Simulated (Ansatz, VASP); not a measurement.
SiAs3 in VASP and in Ansatz

```
Si As
1.0
     3.71322    2.14383    3.52704
    -3.71322    2.14383    3.52704
     0.00000   -4.28765    3.52704
Si As
2 6
Cartesian
  0.0000 0.0000 2.8584
  0.0000 0.0000 7.7227
  1.8490 -1.0675 6.4317
  0.0000 2.1351 6.4317
  -1.8490 -1.0675 6.4317
  -1.8490 1.0675 4.1494
  1.8490 1.0675 4.1494
  0.0000 -2.1351 4.1494
```

Change from the starting cell: species swapped into the SnP3 type (R-3m, No. 166).

Alike in both runs: task relaxation of cell and atoms; functional PBE; k mesh 6 × 6 × 6; occupations gaussian, width 0.1 eV; no spin polarisation.

|  | VASP | Ansatz |
| --- | --- | --- |
| version | VASP 6.6.1 | Ansatz 0.2.0 |
| potentials or method | VASP PAW PBE potentials, release 64 (Si, As), cutoff 600 eV | scalar-relativistic, plane waves, PAW |
| valence electrons in the cell | 38 | 98 |

```csv
,VASP,Ansatz,Ansatz less VASP
"gap on the k mesh at the Fermi level, each at its own relaxed structure (eV)",none,none,-
relaxed volume (Å³/atom),21.11,21.06,-0.055
relaxed length of the cell vector where the two differ most in proportion (Å),5.557,5.552,-0.0048
```

A gap of «none» marks a metal or a gap that the smearing closes. VASP's potentials hold 38 valence electrons a cell and Ansatz's 98, so a difference there can come from the potentials and not from the codes.
